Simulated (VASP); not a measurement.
The system is WC.

```
W C
1.0
     0.00000    2.22154    2.22154
     2.22154    0.00000    2.22154
     2.22154    2.22154    0.00000
W C
1 1
Cartesian
  0.0000 0.0000 0.0000
  2.2215 2.2215 2.2215
```

This cell differs from its parent crystal: volume scaled by 1.04.

Base run:

```yaml
Program: VASP 6.6.1
Functional: PBEsol
Potentials_or_basis: VASP PAW PBE potentials, release 64 (W_sv, C)
Cutoff: 520 eV
k_mesh: 10 × 10 × 10
Occupations: fermi-dirac, width 0.05 eV
Spin: no spin polarisation
```

Its results: band gap on the k mesh zero (band 9 reaches 12.63 eV, above the bottom of band 10 at 9.63 eV); pressure -21.8 GPa.

The run is repeated on the same cell with these changes: functional from PBEsol to PBE. What comes out?

Band gap on the k mesh zero (band 9 reaches 12.78 eV, above the bottom of band 10 at 9.79 eV); pressure -13.7 GPa.

PBE binds less tightly than PBEsol, so the same cell stands under more pressure.

Caveats: spin-orbit coupling is left out, which moves the levels of the heavy elements; the PAW data sets were made with another functional, which shifts forces and pressure a little (some runs).
